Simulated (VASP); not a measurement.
Runs of VASP 6.6.1 on AlInSbN2. The structure is that of space group P3m1 (No. 156), or close to it. The cells are those of the table. 

| task | cell | k mesh | cutoff (eV) | gap on the mesh (eV) | pressure (GPa) | relaxed volume (Å³/atom) | largest force (eV/Å) |
| --- | --- | --- | --- | --- | --- | --- | --- |
| single point | a = 3.197, b = 3.197, c = 9.416 Å, angles 90.0, 90.0, 120.0°, 5 atoms | 12 × 12 × 4 | 520 | none | (a) | - | 0.04 |
| relaxation of cell and atoms | relaxed from a = 3.205, b = 3.205, c = 9.210 Å, angles 90.0, 90.0, 120.0°, 5 atoms | 12 × 12 × 4 | 600 | none | 0.0 | 16.62 | 0.01 |
| single point | a = 4.029, b = 4.029, c = 6.509 Å, angles 90.0, 90.0, 120.0°, 5 atoms | 6 × 6 × 4 | 520 | none | -5.5 | - | 1.54 |
| relaxation of cell and atoms | relaxed from a = 4.029, b = 4.029, c = 6.509 Å, angles 90.0, 90.0, 120.0°, 5 atoms | 6 × 6 × 4 | 600 | none | -0.1 | 16.67 | 0.04 |
| single point | a = 3.205, b = 3.205, c = 9.210 Å, angles 90.0, 90.0, 120.0°, 5 atoms | 6 × 6 × 4 | 520 | none | -0.1 | - | (b) |

Alike in all rows: level PBE; potentials or basis VASP PAW PBE potentials, release 64 (Al, In_d, Sb, N); no spin polarisation; smearing gaussian 0.1 eV.

Task: Estimate the missing entries.

Result: (a) -0.2; (b) 0.03.

Caveats: some runs use coarse meshes; spin-orbit coupling is left out, which moves the levels of the heavy elements; forces of over 1 eV/Å act on the atoms, so gaps and moduli don't describe the material at rest (some runs); this functional lacks dispersion, which binds the layers, so the pressure and a relaxed spacing across them are unreliable (some runs).

A k mesh can miss the band edges, and the runs leave out spin-orbit coupling on In, Sb.

A gap of «none» marks levels without a gap at the run's occupations.
